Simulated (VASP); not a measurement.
# SiN (P6_3/mmc) in VASP: further runs

Runs on SiN. Level: PBEsol. Tasks: single point, relaxation of cell and atoms.

Everything below comes from runs of VASP 6.6.1. Logs are shortened: lines on timing, memory, paths and dates and some standing lists are left out, and cuts for length are marked.

### Step 1. The cell of the first run

Symmetry: P6_3/mmc, No. 194, hexagonal system. The conventional cell has a = 2.715 Å, b = 2.715 Å, c = 5.283 Å, α = 90.00°, β = 90.00°, γ = 120.00°. Within 2.8 Å of Si (site symmetry -6m2) lie 6 N at 2.05 Å and 6 Si at 2.72 Å. N (site symmetry -3m) has 6 Si at 2.05 Å and 8 N at 2.64 to 2.72 Å within 2.8 Å.

### Step 2. Single point, PBEsol

The input, INCAR:

```
PREC = Accurate
ENCUT = 520
EDIFF = 1E-6
ISMEAR = 0
SIGMA = 0.1
LREAL = False
LASPH = True
NELM = 100
ALGO = Normal
ISIF = 2
LWAVE = False
LCHARG = False
GGA = PS
NBANDS = 17
```

The input, KPOINTS:

```
regular mesh
0
Gamma
  12 12 4
```

The input, POSCAR:

```
SiN
1.0
    2.7152937236      0.0000000000      0.0000000000
   -1.3576468618      2.3515133434      0.0000000000
    0.0000000000      0.0000000000      5.2832199547
Si N
2 2
Direct
    0.6666666667      0.3333333333      0.7500000000
    0.3333333333      0.6666666667      0.2500000000
    0.0000000000      0.0000000000      0.0000000000
    0.0000000000      0.0000000000      0.5000000000
```

Potentials or basis: VASP PAW PBE potentials, release 64 (Si, N).

On the command line:

```console
$ cat potpaw_PBE.64/Si/POTCAR potpaw_PBE.64/N/POTCAR > POTCAR
$ mpirun -np 1 vasp_std > vasp.out
```

OUTCAR:

```text
PREC = Accurate
   ENCUT = 520
   EDIFF = 1E-6
   ISMEAR = 0
   LREAL = False
   LASPH = True
   NELM = 100
   ISIF = 2
   GGA = PS

 ion  position               nearest neighbor table
   1  0.667  0.333  0.750-   3 2.05   4 2.05   3 2.05   4 2.05   3 2.05   4 2.05   2 3.07   2 3.07
                             2 3.07   2 3.07   2 3.07   2 3.07
   2  0.333  0.667  0.250-   3 2.05   4 2.05   3 2.05   4 2.05   3 2.05   4 2.05   1 3.07   1 3.07
                             1 3.07   1 3.07   1 3.07   1 3.07
   3  0.000  0.000  0.000-   1 2.05   2 2.05   1 2.05   2 2.05   1 2.05   2 2.05
   4  0.000  0.000  0.500-   1 2.05   2 2.05   1 2.05   2 2.05   1 2.05   2 2.05

  LATTYP: Found a hexagonal cell.
 ALAT       =     2.7152937236
 C/A-ratio  =     1.9457268688

  Lattice vectors:

 A1 = (   2.7152937236,   0.0000000000,   0.0000000000)
 A2 = (  -1.3576468618,   2.3515133434,   0.0000000000)
 A3 = (   0.0000000000,   0.0000000000,   5.2832199547)

Analysis of symmetry for initial positions (statically):
=====================================================================
 Subroutine PRICEL returns:
 Original cell was already a primitive cell.

 Routine SETGRP: Setting up the symmetry group for a
 hexagonal supercell.

 Subroutine GETGRP returns: Found 24 space group operations
 (whereof 12 operations were pure point group operations)
 out of a pool of 24 trial point group operations.

The static configuration has the point symmetry D_3d.
 The point group associated with its full space group is D_6h.

Analysis of symmetry for dynamics (positions and initial velocities):
=====================================================================
 Subroutine PRICEL returns:
 Original cell was already a primitive cell.

 Routine SETGRP: Setting up the symmetry group for a
 hexagonal supercell.

 Subroutine GETGRP returns: Found 24 space group operations
 (whereof 12 operations were pure point group operations)
 out of a pool of 24 trial point group operations.

The dynamic configuration has the point symmetry D_3d.
 The point group associated with its full space group is D_6h.

 Subroutine INISYM returns: Found 24 space group operations
 (whereof 12 operations are pure point group operations),
 and found     1 'primitive' translations

----------------------------------------------------------------------------------------

                                     Primitive cell

  volume of cell :      33.7336

  direct lattice vectors                    reciprocal lattice vectors
     2.715293724  0.000000000  0.000000000     0.368284282  0.212629029  0.000000000
    -1.357646862  2.351513343  0.000000000     0.000000000  0.425258059  0.000000000
     0.000000000  0.000000000  5.283219955     0.000000000  0.000000000  0.189278510

  length of vectors
     2.715293724  2.715293724  5.283219955     0.425258059  0.425258059  0.189278510

  position of ions in fractional coordinates (direct lattice)
     0.666666667  0.333333333  0.750000000
     0.333333333  0.666666667  0.250000000
     0.000000000  0.000000000  0.000000000
     0.000000000  0.000000000  0.500000000

  ion indices of the primitive-cell ions
   primitive index   ion index
                 1           1
                 2           2
                 3           3
                 4           4

----------------------------------------------------------------------------------------

 KPOINTS: regular mesh

Automatic generation of k-mesh.
 Grid dimensions read from file:
 generate k-points for:   12   12    4

 Generating k-lattice:

  Cartesian coordinates                     Fractional coordinates (reciprocal lattice)
     0.030690357  0.017719086  0.000000000     0.083333333 -0.000000000  0.000000000
     0.000000000  0.035438172  0.000000000     0.000000000  0.083333333  0.000000000
     0.000000000  0.000000000  0.047319627     0.000000000  0.000000000  0.250000000

  Length of vectors
     0.035438172  0.035438172  0.047319627

  Shift w.r.t. Gamma in fractional coordinates (k-lattice)
     0.000000000  0.000000000  0.000000000

 Subroutine IBZKPT returns following result:
 ===========================================

 Found     57 irreducible k-points:

 Following reciprocal coordinates:
            Coordinates               Weight
  0.000000  0.000000  0.000000      1.000000
  0.083333  0.000000  0.000000      6.000000
  0.166667  0.000000  0.000000      6.000000
  0.250000  0.000000  0.000000      6.000000
  0.333333  0.000000  0.000000      6.000000
  0.416667  0.000000  0.000000      6.000000
[... 16 lines left out ...]
  0.250000  0.000000  0.250000     12.000000
  0.333333  0.000000  0.250000     12.000000
 [... further k-points ...]
   k-points           NKPTS =     57   k-points in BZ     NKDIM =     57   number of bands    NBANDS=     17
   number of dos      NEDOS =    301   number of ions     NIONS =      4
   total plane-waves  NPLWV =  16000
   dimension x,y,z NGX =    20 NGY =   20 NGZ =   40
   dimension x,y,z NGXF=    40 NGYF=   40 NGZF=   80
   ions per type =               2   2
   NGX,Y,Z   is equivalent  to a cutoff of  12.25, 12.25, 12.59 a.u.
   NGXF,Y,Z  is equivalent  to a cutoff of  24.49, 24.49, 25.17 a.u.
 SYSTEM =  unknown system
   PREC   = accura    normal or accurate (medium, high low for compatibility)
   ISTART =      0    job   : 0-new  1-cont  2-samecut
   ICHARG =      2    charge: 1-file 2-atom 10-const
   ISPIN  =      1    spin polarized calculation?
   LNONCOLLINEAR =      F non collinear calculations
   LSORBIT =      F    spin-orbit coupling
   LASPH  =      T    aspherical Exc in radial PAW
   ENCUT  =  520.0 eV  38.22 Ry    6.18 a.u.   5.05  5.05  9.82*2*pi/ulx,y,z
   NELM   =    100;   NELMIN=  2; NELMDL= -5     # of ELM steps
   EDIFF  = 0.1E-05   stopping-criterion for ELM
   LREAL  =      F    real-space projection
   EDIFFG = 0.1E-04   stopping-criterion for IOM
   NSW    =      0    number of steps for IOM
   IBRION =     -1    ionic relax: 0-MD 1-quasi-New 2-CG
   NFREE  =      0    steps in history (QN), initial steepest desc. (CG)
   ISIF   =      2    stress and relaxation
   ISYM   =      2    0-nonsym 1-usesym 2-fastsym
   POTIM  = 0.5000    time-step for ionic-motion
   TEBEG  =    0.0;   TEEND  =   0.0 temperature during run
   PSTRESS=    0.0 pullay stress
   NELECT =      18.0000    total number of electrons
   NUPDOWN=      -1.0000    fix difference up-down
   EMIN   =  10.00;   EMAX   =-10.00  energy-range for DOS
   EFERMI =   0.00;   METHOD = LEGACY
   ISMEAR =     0;   SIGMA  =   0.10  broadening in eV -4-tet -1-fermi 0-gaus
   EFERMI_NEDOS =   21; number of points for ismear=-14 and -15
   IALGO  =     38    algorithm
   IMIX   =      4    mixing-type and parameters
     AMIX     =   0.40;   BMIX     =  1.00
     AMIX_MAG =   1.60;   BMIX_MAG =  1.00
  volume/ion in A,a.u.               =       8.43        56.91
  Fermi-wavevector in a.u.,A,eV,Ry     =   1.327837  2.509248 23.989118  1.763150
  Thomas-Fermi vector in A             =   2.457119
   LORBIT       =      0    0 simple, 1 ext, 2 COOP (PROOUT), +10 PAW based schemes
   GGA     = PS    functional components
   LHFCALC =     F    Hartree Fock is set to
   AEXX    =    0.0000 exact exchange contribution
   IVDW    =     0    specifies the selected vdW correction
   LEPSILON=     F    determine dielectric tensor
   LRPA    =     F    only Hartree local field effects (RPA)
 non-spin polarized calculation
 Gauss-broadening in eV      SIGMA  =   0.10
  energy-cutoff  :      520.00
  volume of cell :       33.73
 maximum number of plane-waves:       924
   NGX = 11   NGY = 11   NGZ = 19

 number of electron      18.0000001 magnetization

 Free energy of the ion-electron system (eV)
  ---------------------------------------------------
  ext. energy  EPLUGINS =         0.00000000
  ---------------------------------------------------
  free energy    TOTEN  =       -27.88895101 eV

  energy without entropy =      -27.88407177  energy(sigma->0) =      -27.88651139

 E-fermi :  13.2496     XC(G=0): -12.8289

 val. band max:       13.2319811810   @ k =   0.3333   0.0000   0.0000
 cond. band min:      13.2689429808   @ k =   0.2500   0.2500   0.2500
 fundamental gap:      0.0369617999
 Fermi energy:        13.2495545661

 k-point     1 :       0.0000    0.0000    0.0000
  band No.  band energies     occupation
      1      -8.2935      2.00000
      2      -5.3400      2.00000
      3      -1.2409      2.00000
      4       7.8827      2.00000
      5       9.7344      2.00000
      6       9.7344      2.00000
[... 9 lines left out ...]
     16      23.4706      0.00000
     17      23.5770      0.00000

 k-point     2 :       0.0833    0.0000    0.0000
  band No.  band energies     occupation
      1      -8.1467      2.00000
      2      -5.2141      2.00000
      3      -1.0806      2.00000
      4       7.9765      2.00000
      5       8.6863      2.00000
      6       9.5549      2.00000
[... 9 lines left out ...]
     16      22.0133      0.00000
     17      23.1191      0.00000

 k-point     3 :       0.1667    0.0000    0.0000
  band No.  band energies     occupation
      1      -7.7132      2.00000
      2      -4.8445      2.00000
      3      -0.6065      2.00000
      4       6.8142      2.00000
      5       8.2393      2.00000
      6       8.8449      2.00000
[... 9 lines left out ...]
     16      21.6893      0.00000
     17      21.7986      0.00000

 k-point     4 :       0.2500    0.0000    0.0000
  band No.  band energies     occupation
      1      -7.0188      2.00000
      2      -4.2620      2.00000
      3       0.1566      2.00000
      4       4.7491      2.00000
      5       7.0983      2.00000
      6       8.5838      2.00000
[... 9 lines left out ...]
     16      22.2255      0.00000
     17      22.4421      0.00000

 k-point     5 :       0.3333    0.0000    0.0000
  band No.  band energies     occupation
      1      -6.1297      2.00000
      2      -3.5397      2.00000
      3       1.1433      2.00000
      4       2.7714      2.00000
      5       5.4329      2.00000
      6       8.1246      2.00000
[... 9 lines left out ...]
     16      23.0559      0.00000
     17      23.1092      0.00000

 k-point     6 :       0.4167    0.0000    0.0000
  band No.  band energies     occupation
      1      -5.2270      2.00000
      2      -2.8521      2.00000
      3       1.1602      2.00000
      4       2.1894      2.00000
      5       4.1356      2.00000
      6       7.8206      2.00000
[... 9 lines left out ...]
     16      23.0485      0.00000
     17      23.4628      0.00000

 k-point     7 :       0.5000    0.0000    0.0000
  band No.  band energies     occupation
      1      -4.7820      2.00000
      2      -2.5403      2.00000
      3       0.4820      2.00000
      4       2.7148      2.00000
      5       3.6140      2.00000
      6       7.7149      2.00000
[... 9 lines left out ...]
     16      22.8759      0.00000
     17      23.5644      0.00000

 k-point     8 :       0.0833    0.0833    0.0000
  band No.  band energies     occupation
      1      -7.8564      2.00000
      2      -4.9662      2.00000
      3      -0.7633      2.00000
      4       7.4166      2.00000
      5       8.1574      2.00000
      6       9.1181      2.00000
[... 9 lines left out ...]
     16      21.9321      0.00000
     17      21.9349      0.00000
[... 203 lines left out ...]
      1      -4.1708      2.00000
      2      -2.0801      2.00000
      3       2.3766      2.00000
      4       2.3766      2.00000
      5       3.4292      2.00000
      6       5.2522      2.00000
[... 9 lines left out ...]
     16      24.1207      0.00000
     17      25.8419      0.00000

 k-point    20 :       0.0000    0.0000    0.2500
  band No.  band energies     occupation
      1      -8.0251      2.00000
      2      -6.1060      2.00000
      3       0.0361      2.00000
      4       5.7403      2.00000
      5       9.8807      2.00000
      6       9.8807      2.00000
[... 9 lines left out ...]
     16      22.4352      0.00000
     17      24.1267      0.00000

 k-point    21 :       0.0833    0.0000    0.2500
  band No.  band energies     occupation
      1      -7.8792      2.00000
      2      -5.9713      2.00000
      3       0.1852      2.00000
      4       5.8411      2.00000
      5       9.0006      2.00000
      6       9.7060      2.00000
[... 9 lines left out ...]
     16      21.9162      0.00000
     17      23.4412      0.00000

 k-point    22 :       0.1667    0.0000    0.2500
  band No.  band energies     occupation
      1      -7.4490      2.00000
      2      -5.5755      2.00000
      3       0.6249      2.00000
      4       6.0369      2.00000
      5       7.3172      2.00000
      6       8.4678      2.00000
[... 9 lines left out ...]
     16      21.6617      0.00000
     17      22.1562      0.00000

 k-point    23 :       0.2500    0.0000    0.2500
  band No.  band energies     occupation
      1      -6.7606      2.00000
      2      -4.9485      2.00000
      3       1.3267      2.00000
      4       4.9071      2.00000
      5       6.6117      2.00000
      6       6.9386      2.00000
[... 9 lines left out ...]
     16      22.1137      0.00000
     17      22.3273      0.00000

 k-point    24 :       0.3333    0.0000    0.2500
  band No.  band energies     occupation
      1      -5.8812      2.00000
      2      -4.1635      2.00000
      3       2.2118      2.00000
      4       3.0131      2.00000
      5       4.8603      2.00000
      6       7.4837      2.00000
[... 9 lines left out ...]
     16      22.3903      0.00000
     17      23.2937      0.00000

 [... further k-points ...]

------------------------ aborting loop because EDIFF is reached ----------------------------------------

  FORCE on cell =-STRESS in cart. coord.  units (eV):
  Direction    XX          YY          ZZ          XY          YZ          ZX
  --------------------------------------------------------------------------------------
  -------------------------------------------------------------------------------------
  Total        0.0611572      0.0611572      0.1113070      0.0000000      0.0000000      0.0000000
  in kB        2.9046603      2.9046603      5.2865226      0.0000000      0.0000000      0.0000000
  external PRESSURE =       3.6986144 kB  Pullay stress =       0.0000000 kB

 VOLUME and BASIS-vectors are now :
 -----------------------------------------------------------------------------
  energy-cutoff  :      520.00
  volume of cell :       33.73
      direct lattice vectors                 reciprocal lattice vectors
     2.715293724  0.000000000  0.000000000     0.368284282  0.212629029  0.000000000
    -1.357646862  2.351513343  0.000000000     0.000000000  0.425258059  0.000000000
     0.000000000  0.000000000  5.283219955     0.000000000  0.000000000  0.189278510

 POSITION                                       TOTAL-FORCE (eV/Angst)
 -----------------------------------------------------------------------------------
      1.35765      0.78384      3.96241        -0.000000     -0.000000      0.000000
     -0.00000      1.56768      1.32080         0.000000      0.000000      0.000000
      0.00000      0.00000      0.00000         0.000000      0.000000      0.000000
      0.00000      0.00000      2.64161        -0.000000      0.000000      0.000000
 -----------------------------------------------------------------------------------
    total drift:                               -0.000000      0.000000     -0.000000

  FREE ENERGIE OF THE ION-ELECTRON SYSTEM (eV)
  ---------------------------------------------------
  free  energy   TOTEN  =       -27.8889510066 eV

  energy  without entropy=      -27.8840717729  energy(sigma->0) =      -27.88651139
```

Wall time 25 s (1 thread of Intel Xeon Platinum 8259CL at 2.50GHz (Skylake/Cascade Lake), shared host); peak memory 0.15 GiB.

What came out:

- Free energy: -27.8890 eV
- Pressure: 0.4 GPa
- Band gap on the k mesh: zero (bands 9 and 10 overlap by 5.54 eV)

Levels at points of the mesh, in eV from the Fermi level:
```
           k point  band 7  band 8  band 9  band 10  band 11  band 12
(0.00, 0.00, 0.00)   -2.35   -2.35   -2.09     4.47     5.14     5.86
(0.50, 0.00, 0.00)   -5.41   -3.95   -3.58    -0.18     3.81     3.93
(0.00, 0.00, 0.50)   -2.99   -2.99    1.59     1.59     7.17     7.17
(0.50, 0.00, 0.50)   -4.86   -4.86   -1.29    -1.29     1.49     1.49
```

Caveat: the PAW data sets were made with another functional, which shifts forces and pressure a little.

(Continued in part 2 of 2.)
